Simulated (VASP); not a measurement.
## Zn: single point with r2SCAN

The system is Zn.

```
Zn
1.0
     2.61873    0.00000    0.00000
    -1.30936    2.26788    0.00000
     0.00000    0.00000    4.83890
Zn
2
Direct
  0.33333 0.66667 0.25000
  0.66667 0.33333 0.75000
```

```json
{
 "Program": "VASP 6.6.1",
 "Task": "single point",
 "Functional": "r2SCAN",
 "Potentials or basis": "VASP PAW PBE potentials, release 64 (Zn)",
 "Cutoff": "520 eV",
 "k mesh": "14 × 14 × 7",
 "Occupations": "gaussian, width 0.3 eV",
 "Spin": "no spin polarisation",
 "Dipole correction": "no",
 "Further INCAR settings": "ALGO = Normal; EDIFF = 1e-07; NBANDS = 19"
}
```

```yaml
Pressure: 0.6 GPa
Band_gap_on_the_k_mesh: zero (bands 12 and 13 overlap by 4.50 eV)
```

Stress tensor (GPa, compression positive):
```
 1.02  0.00  0.00
 0.00  1.02  0.00
 0.00  0.00 -0.33
```

Levels at points of the mesh, in eV from the Fermi level:
```csv
k point,band 10,band 11,band 12,band 13,band 14,band 15
"(0.00, 0.00, 0.00)",-7.46,-7.46,-4.06,-2.99,15.12,18.67
"(0.50, 0.00, 0.00)",-7.24,-3.18,-2.28,3.03,3.84,4.85
```

It took 2.9 min on 1 thread of Intel(R) Xeon(R) 6975P-C (Granite Rapids), with other jobs on the host, peak memory 0.17 GiB.

Caveat: so wide a smearing shifts energies and pressures; the PAW data sets were made with another functional, which shifts forces and pressure a little.
